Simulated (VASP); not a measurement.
Here is a VASP 6.6.1 calculation.

Contents of POSCAR:

```
Al3Ni2
1.0
    4.0476210858      0.0000000000      0.0000000000
   -2.0238105429      3.5053426852      0.0000000000
    0.0000000000      0.0000000000      4.9066887831
Al Ni
3 2
Direct
    0.0000000000      0.0000000000      0.0000000000
    0.3333333333      0.6666666667      0.6490158430
    0.6666666667      0.3333333333      0.3509841570
    0.3333333333      0.6666666667      0.1457308440
    0.6666666667      0.3333333333      0.8542691560
```

INCAR.step1

```
SYSTEM = Al3Ni2
  ALGO = Normal
  EDIFF = 1E-5
  ENCUT = 660
  GGA = PE
  GGA_COMPAT = .FALSE.
  ISMEAR = 0
  LASPH = .TRUE.
  LCHARG = .FALSE.
  LREAL = .FALSE.
  LWAVE = .TRUE.
  NBANDS = 22
  NELM = 120
  PREC = Accurate
  SIGMA = 0.1
```

Contents of INCAR.step2:

```
SYSTEM = Al3Ni2
  ALGO = Normal
  EDIFF = 1E-6
  ENCUT = 660
  GGA_COMPAT = .FALSE.
  ISIF = 2
  ISMEAR = 0
  ISTART = 1
  LASPH = .TRUE.
  LCHARG = .FALSE.
  LMIXTAU = .TRUE.
  LREAL = .FALSE.
  LWAVE = .FALSE.
  METAGGA = R2SCAN
  NBANDS = 22
  NELM = 120
  PREC = Accurate
  SIGMA = 0.1
```

The input KPOINTS:

```
k-points
0
G
  12 12 8
  0 0 0
```

Potentials or basis: VASP PAW PBE potentials, release 64 (Al, Ni).

The run is started by

```console
$ cat potpaw_PBE.64/Al/POTCAR potpaw_PBE.64/Ni/POTCAR > POTCAR
$ cp INCAR.step1 INCAR
$ mpirun -np 1 vasp_std > vasp.out
$ cp INCAR.step2 INCAR
$ mpirun -np 1 vasp_std > vasp.out
```

**Question.** Predict the band gap on the k mesh.

**Answer.** Zero (an odd number of electrons rules out a gap without spin polarisation).

**Question.** What does it give for the pressure?

**Answer.** -4.2 GPa.

Forces in eV/Å, atoms in the order of the input:
```
Al   0.000  0.000  0.000
Al   0.000  0.000  0.003
Al   0.000  0.000 -0.003
Ni   0.000  0.000  0.019
Ni   0.000  0.000 -0.019
```

Caveat: the cell stands under tension; the PAW data sets were made with another functional, which shifts forces and pressure a little. Spin polarisation is off, so any magnetic state and its effect on volume and gap are missing.
